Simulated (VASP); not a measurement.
# SrAgI3 (P6/mmm) in VASP: further runs

Runs on SrAgI3. Level: PBE. Tasks: single point, relaxation of cell and atoms.

All numbers are computed with VASP 6.6.1; they aren't measurements. Logs are shortened: lines on timing, memory, paths and dates and some standing lists are left out, and cuts for length are marked.

**1. The cell of the first run**

It takes space group P6/mmm (No. 191, hexagonal). Conventional cell: a = 6.985 Å, b = 6.985 Å, c = 6.379 Å, α = 90.00°, β = 90.00°, γ = 120.00°. Within 4.2 Å of Sr (site symmetry 6/mmm) lie 2 Ag at 3.19 Å and 6 I at 3.49 Å. Ag (site symmetry 6/mmm) has 2 Sr at 3.19 Å within 4.2 Å. Within 4.8 Å of I (site symmetry mmm) lie 2 Sr at 3.49 Å and 4 I at 3.49 Å and 4 Ag at 4.73 Å.

The cell was generated, and may not be a known phase.

**2. Single point, PBE**

INCAR reads:

```
  PREC = Accurate
  ENCUT = 520
  EDIFF = 1E-6
  ISMEAR = 0
  SIGMA = 0.1
  LREAL = F
  LASPH = T
  NELM = 100
  ALGO = Normal
  ISIF = 2
  LWAVE = F
  LCHARG = F
  GGA = PE
  NBANDS = 29
```

KPOINTS reads:

```
Automatic mesh
0
Gamma
  6 6 6
```

POSCAR reads:

```
SrAgI3
1.0
    6.9851449952      0.0000000000      0.0000000000
   -3.4925724976      6.0493130150      0.0000000000
    0.0000000000      0.0000000000      6.3788440352
Sr Ag I
1 1 3
Direct
    0.0000000000      0.0000000000      0.5000000000
    0.0000000000      0.0000000000      0.0000000000
    0.5000000000      0.0000000000      0.5000000000
    0.0000000000      0.5000000000      0.5000000000
    0.5000000000      0.5000000000      0.5000000000
```

Potentials or basis: VASP PAW PBE potentials, release 64 (Sr_sv, Ag, I).

Run with:

```console
$ cat potpaw_PBE.64/Sr_sv/POTCAR potpaw_PBE.64/Ag/POTCAR potpaw_PBE.64/I/POTCAR > POTCAR
$ mpirun -np 1 vasp_std > vasp.out
```

OUTCAR:

```text
PREC = Accurate
   ENCUT = 520
   EDIFF = 1E-6
   ISMEAR = 0
   LREAL = F
   LASPH = T
   NELM = 100
   ISIF = 2
   GGA = PE

 ion  position               nearest neighbor table
   1  0.000  0.000  0.500-   2 3.19   2 3.19   3 3.49   3 3.49   4 3.49   4 3.49   5 3.49   5 3.49

   2  0.000  0.000  0.000-   1 3.19   1 3.19
   3  0.500  0.000  0.500-   1 3.49   1 3.49   5 3.49   5 3.49   4 3.49   4 3.49
   4  0.000  0.500  0.500-   5 3.49   5 3.49   1 3.49   1 3.49   3 3.49   3 3.49
   5  0.500  0.500  0.500-   4 3.49   4 3.49   1 3.49   3 3.49   3 3.49   1 3.49

  LATTYP: Found a hexagonal cell.
 ALAT       =     6.9851449952
 C/A-ratio  =     0.9132013780

  Lattice vectors:

 A1 = (   6.9851449952,   0.0000000000,   0.0000000000)
 A2 = (  -3.4925724976,   6.0493130150,   0.0000000000)
 A3 = (   0.0000000000,   0.0000000000,   6.3788440352)

Analysis of symmetry for initial positions (statically):
=====================================================================
 Subroutine PRICEL returns:
 Original cell was already a primitive cell.

 Routine SETGRP: Setting up the symmetry group for a
 hexagonal supercell.

 Subroutine GETGRP returns: Found 24 space group operations
 (whereof 24 operations were pure point group operations)
 out of a pool of 24 trial point group operations.

The static configuration has the point symmetry D_6h.

Analysis of symmetry for dynamics (positions and initial velocities):
=====================================================================
 Subroutine PRICEL returns:
 Original cell was already a primitive cell.

 Routine SETGRP: Setting up the symmetry group for a
 hexagonal supercell.

 Subroutine GETGRP returns: Found 24 space group operations
 (whereof 24 operations were pure point group operations)
 out of a pool of 24 trial point group operations.

The dynamic configuration has the point symmetry D_6h.

 Subroutine INISYM returns: Found 24 space group operations
 (whereof 24 operations are pure point group operations),
 and found     1 'primitive' translations

----------------------------------------------------------------------------------------

                                     Primitive cell

  volume of cell :     269.5402

  direct lattice vectors                    reciprocal lattice vectors
     6.985144995  0.000000000  0.000000000     0.143160951  0.082654014  0.000000000
    -3.492572498  6.049313015  0.000000000     0.000000000  0.165308027  0.000000000
     0.000000000  0.000000000  6.378844035     0.000000000  0.000000000  0.156768216

  length of vectors
     6.985144995  6.985144995  6.378844035     0.165308027  0.165308027  0.156768216

  position of ions in fractional coordinates (direct lattice)
     0.000000000  0.000000000  0.500000000
     0.000000000  0.000000000  0.000000000
     0.500000000  0.000000000  0.500000000
     1.000000000  0.500000000  0.500000000
     0.500000000  0.500000000  0.500000000

  ion indices of the primitive-cell ions
   primitive index   ion index
                 1           1
                 2           2
                 3           3
                 4           4
                 5           5

----------------------------------------------------------------------------------------

 KPOINTS: Automatic mesh

Automatic generation of k-mesh.
 Grid dimensions read from file:
 generate k-points for:    6    6    6

 Generating k-lattice:

  Cartesian coordinates                     Fractional coordinates (reciprocal lattice)
     0.023860158  0.013775669  0.000000000     0.166666667 -0.000000000  0.000000000
     0.000000000  0.027551338  0.000000000     0.000000000  0.166666667  0.000000000
     0.000000000  0.000000000  0.026128036     0.000000000  0.000000000  0.166666667

  Length of vectors
     0.027551338  0.027551338  0.026128036

  Shift w.r.t. Gamma in fractional coordinates (k-lattice)
     0.000000000  0.000000000  0.000000000

 Subroutine IBZKPT returns following result:
 ===========================================

 Found     28 irreducible k-points:

 Following reciprocal coordinates:
            Coordinates               Weight
  0.000000  0.000000  0.000000      1.000000
  0.166667  0.000000  0.000000      6.000000
  0.333333  0.000000  0.000000      6.000000
  0.500000  0.000000  0.000000      3.000000
  0.166667  0.166667  0.000000      6.000000
  0.333333  0.166667  0.000000     12.000000
[... 16 lines left out ...]
  0.166667  0.000000  0.500000      6.000000
  0.333333  0.000000  0.500000      6.000000
 [... further k-points ...]
   k-points           NKPTS =     28   k-points in BZ     NKDIM =     28   number of bands    NBANDS=     29
   number of dos      NEDOS =    301   number of ions     NIONS =      5
   total plane-waves  NPLWV = 139968
   dimension x,y,z NGX =    54 NGY =   54 NGZ =   48
   dimension x,y,z NGXF=   108 NGYF=  108 NGZF=   96
   ions per type =               1   1   3
   NGX,Y,Z   is equivalent  to a cutoff of  12.85, 12.85, 12.51 a.u.
   NGXF,Y,Z  is equivalent  to a cutoff of  25.70, 25.70, 25.02 a.u.
 SYSTEM =  unknown system
   PREC   = accura    normal or accurate (medium, high low for compatibility)
   ISTART =      0    job   : 0-new  1-cont  2-samecut
   ICHARG =      2    charge: 1-file 2-atom 10-const
   ISPIN  =      1    spin polarized calculation?
   LNONCOLLINEAR =      F non collinear calculations
   LSORBIT =      F    spin-orbit coupling
   LASPH  =      T    aspherical Exc in radial PAW
   ENCUT  =  520.0 eV  38.22 Ry    6.18 a.u.  12.99 12.99 11.86*2*pi/ulx,y,z
   NELM   =    100;   NELMIN=  2; NELMDL= -5     # of ELM steps
   EDIFF  = 0.1E-05   stopping-criterion for ELM
   LREAL  =      F    real-space projection
[... 7 lines left out ...]
   TEBEG  =    0.0;   TEEND  =   0.0 temperature during run
   PSTRESS=    0.0 pullay stress
   NELECT =      42.0000    total number of electrons
   NUPDOWN=      -1.0000    fix difference up-down
   EMIN   =  10.00;   EMAX   =-10.00  energy-range for DOS
   EFERMI =   0.00;   METHOD = LEGACY
   ISMEAR =     0;   SIGMA  =   0.10  broadening in eV -4-tet -1-fermi 0-gaus
   EFERMI_NEDOS =   21; number of points for ismear=-14 and -15
   IALGO  =     38    algorithm
   IMIX   =      4    mixing-type and parameters
     AMIX     =   0.40;   BMIX     =  1.00
     AMIX_MAG =   1.60;   BMIX_MAG =  1.00
  volume/ion in A,a.u.               =      53.91       363.79
  Fermi-wavevector in a.u.,A,eV,Ry     =   0.880948  1.664750 10.559057  0.776069
  Thomas-Fermi vector in A             =   2.001377
   LORBIT       =      0    0 simple, 1 ext, 2 COOP (PROOUT), +10 PAW based schemes
   GGA     = PE    functional components
   LHFCALC =     F    Hartree Fock is set to
   AEXX    =    0.0000 exact exchange contribution
   IVDW    =     0    specifies the selected vdW correction
   LEPSILON=     F    determine dielectric tensor
   LRPA    =     F    only Hartree local field effects (RPA)
 non-spin polarized calculation
 Gauss-broadening in eV      SIGMA  =   0.10
  energy-cutoff  :      520.00
  volume of cell :      269.54
 maximum number of plane-waves:      7293
 NGX is ok and might be reduce to    54
   NGX = 25   NGY = 25   NGZ = 23

 number of electron      42.0000003 magnetization

 Free energy of the ion-electron system (eV)
  ---------------------------------------------------
  ext. energy  EPLUGINS =         0.00000000
  ---------------------------------------------------
  free energy    TOTEN  =       -10.10081584 eV

  energy without entropy =      -10.06853647  energy(sigma->0) =      -10.08467616

 E-fermi :   0.6211     XC(G=0):  -6.6565

 val. band max:        0.5912547175   @ k =   0.1667   0.0000   0.5000
 cond. band min:       0.6333065472   @ k =   0.1667   0.0000   0.0000
 fundamental gap:      0.0420518297
 Fermi energy:         0.6210839429

 k-point     1 :       0.0000    0.0000    0.0000
  band No.  band energies     occupation
      1     -35.1720      2.00000
      2     -17.1733      2.00000
      3     -17.1447      2.00000
      4     -17.1447      2.00000
      5     -12.3269      2.00000
      6     -11.1629      2.00000
[... 21 lines left out ...]
     28       4.8217      0.00000
     29       5.3033      0.00000

 k-point     2 :       0.1667    0.0000    0.0000
  band No.  band energies     occupation
      1     -35.1720      2.00000
      2     -17.1733      2.00000
      3     -17.1472      2.00000
      4     -17.1454      2.00000
      5     -12.2628      2.00000
      6     -11.2475      2.00000
[... 21 lines left out ...]
     28       4.7888      0.00000
     29       4.8634      0.00000

 k-point     3 :       0.3333    0.0000    0.0000
  band No.  band energies     occupation
      1     -35.1720      2.00000
      2     -17.1732      2.00000
      3     -17.1522      2.00000
      4     -17.1469      2.00000
      5     -12.0915      2.00000
      6     -11.4579      2.00000
[... 21 lines left out ...]
     28       4.9567      0.00000
     29       5.3010      0.00000

 k-point     4 :       0.5000    0.0000    0.0000
  band No.  band energies     occupation
      1     -35.1720      2.00000
      2     -17.1732      2.00000
      3     -17.1547      2.00000
      4     -17.1476      2.00000
      5     -11.9384      2.00000
      6     -11.6296      2.00000
[... 597 lines left out ...]
     28       4.2134      0.00000
     29       5.8111      0.00000

 k-point    23 :       0.1667    0.0000    0.5000
  band No.  band energies     occupation
      1     -35.1718      2.00000
      2     -17.1831      2.00000
      3     -17.1474      2.00000
      4     -17.1456      2.00000
      5     -12.2607      2.00000
      6     -11.2461      2.00000
[... 21 lines left out ...]
     28       4.7050      0.00000
     29       5.9736      0.00000

 k-point    24 :       0.3333    0.0000    0.5000
  band No.  band energies     occupation
      1     -35.1718      2.00000
      2     -17.1830      2.00000
      3     -17.1524      2.00000
      4     -17.1471      2.00000
      5     -12.0896      2.00000
      6     -11.4564      2.00000
[... 21 lines left out ...]
     28       5.7077      0.00000
     29       6.2155      0.00000

 [... further k-points ...]

------------------------ aborting loop because EDIFF is reached ----------------------------------------

  FORCE on cell =-STRESS in cart. coord.  units (eV):
  Direction    XX          YY          ZZ          XY          YZ          ZX
  --------------------------------------------------------------------------------------
  -------------------------------------------------------------------------------------
  Total       -0.0020539     -0.0020539      0.0332678      0.0000000      0.0000000      0.0000000
  in kB       -0.0122089     -0.0122089      0.1977477      0.0000000      0.0000000      0.0000000
  external PRESSURE =       0.0577766 kB  Pullay stress =       0.0000000 kB

 VOLUME and BASIS-vectors are now :
 -----------------------------------------------------------------------------
  energy-cutoff  :      520.00
  volume of cell :      269.54
      direct lattice vectors                 reciprocal lattice vectors
     6.985144995  0.000000000  0.000000000     0.143160951  0.082654014  0.000000000
    -3.492572498  6.049313015  0.000000000     0.000000000  0.165308027  0.000000000
     0.000000000  0.000000000  6.378844035     0.000000000  0.000000000  0.156768216

 POSITION                                       TOTAL-FORCE (eV/Angst)
 -----------------------------------------------------------------------------------
      0.00000      0.00000      3.18942         0.000000      0.000000      0.000000
      0.00000      0.00000      0.00000        -0.000000      0.000000      0.000000
      3.49257      0.00000      3.18942         0.000000      0.000000      0.000000
     -1.74629      3.02466      3.18942        -0.000000      0.000000      0.000000
      1.74629      3.02466      3.18942        -0.000000      0.000000      0.000000
 -----------------------------------------------------------------------------------
    total drift:                               -0.000000     -0.000000      0.000000

  FREE ENERGIE OF THE ION-ELECTRON SYSTEM (eV)
  ---------------------------------------------------
  free  energy   TOTEN  =       -10.1008158430 eV

  energy  without entropy=      -10.0685364692  energy(sigma->0) =      -10.08467616
```

Wall time 2.1 min (1 thread of Intel Xeon 6975P-C (Granite Rapids), shared host); peak memory 0.51 GiB.

What came out:

```yaml
Free_energy: -10.1008 eV
Pressure: 0.0 GPa
Band_gap_on_the_k_mesh: zero (bands 21 and 22 overlap by 0.89 eV)
```

Caveat: spin-orbit coupling is left out, which moves the levels of the heavy elements.

**3. Relaxation of cell and atoms, PBE**

INCAR reads:

```
SYSTEM = SrAgI3
PREC = Accurate
ENCUT = 600
EDIFF = 1E-6
ISMEAR = 0
SIGMA = 0.1
LREAL = .False.
LASPH = .True.
NELM = 100
ALGO = Normal
ISIF = 3
LWAVE = .False.
LCHARG = .False.
GGA = PE
IBRION = 2
NSW = 90
EDIFFG = -0.04
```

KPOINTS reads:

```
Automatic mesh
0
Gamma
  3 3 4
  0 0 0
```

POSCAR: that of step 2 with these lines changed.

```diff
@@ -2,5 +2,5 @@
 1.0
-    6.9851449952      0.0000000000      0.0000000000
-   -3.4925724976      6.0493130150      0.0000000000
-    0.0000000000      0.0000000000      6.3788440352
+    6.9536729924      0.0000000000      0.0000000000
+   -3.4768364962      6.0220574611      0.0000000000
+    0.0000000000      0.0000000000      6.4471114602
 Sr Ag I
```

Potentials or basis: VASP PAW PBE potentials, release 64 (Sr_sv, Ag, I).

Run with:

```console
$ cat potpaw_PBE.64/Sr_sv/POTCAR potpaw_PBE.64/Ag/POTCAR potpaw_PBE.64/I/POTCAR > POTCAR
$ mpirun -np 1 vasp_std > vasp.out
```

Run time: 2.3 min. Hardware: 1 thread of Intel Xeon 6975P-C (Granite Rapids), shared host; peak memory 0.46 GiB.

It converged, with:

```yaml
Free_energy: -10.2768 eV
Relaxed_volume: 53.04 Å³/atom
Relaxed_cell: a = 6.925 Å, b = 6.925 Å, c = 6.386 Å, α = 90.00°, β = 90.00°, γ = 120.00°
Space_group_after_relaxing_to_0.1_Å: P6/mmm (No. 191)
Energy_gained_by_relaxing: 0.6 meV/atom
Ionic_steps: 4
Pressure_after_relaxing: 0.0 GPa
Band_gap_on_the_k_mesh: zero (bands 21 and 22 overlap by 0.78 eV)
```

Stress tensor (GPa, compression positive):
```
 0.10  0.00  0.00
 0.00  0.10  0.00
 0.00  0.00 -0.10
```

The path:
| step | energy change (eV) | largest force (eV/Å) | pressure (GPa) | volume (Å³) |
| --- | --- | --- | --- | --- |
| 1 | 0.0000 | 0.0000 | -0.15 | 269.98 |
| 2 | -0.0018 | 0.0000 | -0.08 | 268.00 |
| 3 | -0.0028 | 0.0000 | 0.07 | 264.51 |
| 4 | -0.0028 | 0.0000 | 0.03 | 265.22 |

Final structure:
```
CELL_PARAMETERS angstrom
6.92491 0.00000 0.00000
-3.46246 5.99715 0.00000
0.00000 0.00000 6.38628
ATOMIC_POSITIONS crystal
Sr 0.00000 0.00000 0.50000
Ag 0.00000 0.00000 0.00000
I 0.50000 0.00000 0.50000
I 0.00000 0.50000 0.50000
I 0.50000 0.50000 0.50000
```

Levels at points of the mesh, in eV from the Fermi level:
```tsv
k point	band 17	band 18	band 19	band 20	band 21	band 22	band 23	band 24	band 25
(0.00, 0.00, 0.00)	-1.56	-1.56	-0.82	-0.78	0.31	0.31	2.75	3.28	3.28
(0.00, 0.00, 0.50)	-1.60	-1.60	-0.78	0.21	0.31	0.31	1.27	2.32	2.32
```

Caveat: spin-orbit coupling is left out, which moves the levels of the heavy elements.

The gap in the log of VASP goes by the Fermi energy; the results here count the filled bands.